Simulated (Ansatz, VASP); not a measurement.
GaB in VASP and in Ansatz

```xyz
2
Lattice="2.7000 0.0000 0.0000 0.0000 2.7000 0.0000 0.0000 0.0000 3.2145" Properties=species:S:1:pos:R:3 pbc="T T T"
Ga    1.3500    1.3500    1.6072
B     0.0000    0.0000    0.0000
```

Alike in both runs: task single point; functional HSE06; k mesh 5 × 5 × 4; occupations fermi-dirac, width 0.05 eV; no spin polarisation.

|  | VASP | Ansatz |
| --- | --- | --- |
| version | VASP 6.6.1 | Ansatz 0.2.0 |
| potentials or method | VASP PAW PBE potentials, release 64 (Ga_d, B) | Ansatz PAW |
| plane-wave cutoff (eV) | 520 | 420 |
| valence electrons in the cell | 16 | 16 |

|  | VASP | Ansatz | Ansatz less VASP |
| --- | --- | --- | --- |
| gap on the k mesh at the Fermi level (eV) | none | none | - |
| pressure (GPa) | -1.6 | -1.9 | -0.34 |
| traceless stress, the component that is largest in VASP (GPa) | -2.32 | -2.28 | +0.036 |

A gap of «none» marks a metal or a gap that the smearing closes.

The k mesh is coarse, so the values compare programs but aren't converged.
